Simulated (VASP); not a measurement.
Here is a VASP 6.6.1 calculation.

INCAR

```
SYSTEM = SiC
  PREC = Accurate
  ENCUT = 520
  EDIFF = 1E-6
  ISMEAR = 0
  SIGMA = 0.02
  LREAL = .False.
  LASPH = .True.
  NELM = 60
  ALGO = Normal
  ISIF = 2
  LWAVE = .False.
  LCHARG = .True.
  GGA = PE
  LELF = .True.
  LVHAR = .True.
  NBANDS = 16
```

File KPOINTS:

```
Automatic mesh
0
Gamma
  12 12 6
  0 0 0
```

File POSCAR:

```
SiC
1.0
    3.0920366030      0.0000000000      0.0000000000
   -1.5460183015      2.6777822476      0.0000000000
    0.0000000000      0.0000000000      5.0738984874
Si C
2 2
Direct
    0.3333333333      0.6666666667      0.0045639005
    0.6666666667      0.3333333333      0.5045639005
    0.3333333333      0.6666666667      0.3804360995
    0.6666666667      0.3333333333      0.8804360995
```

Potentials or basis: VASP PAW PBE potentials, release 64 (Si, C).

The run is started by

```console
$ cat potpaw_PBE.64/Si/POTCAR potpaw_PBE.64/C/POTCAR > POTCAR
$ mpirun -np 1 vasp_std > vasp.out
```

(1) Estimate the pressure.

(2) Estimate the band gap on the k mesh.

Answers

(1) 0.0 GPa.

(2) 2.31 eV, indirect (least direct gap 3.94 eV).
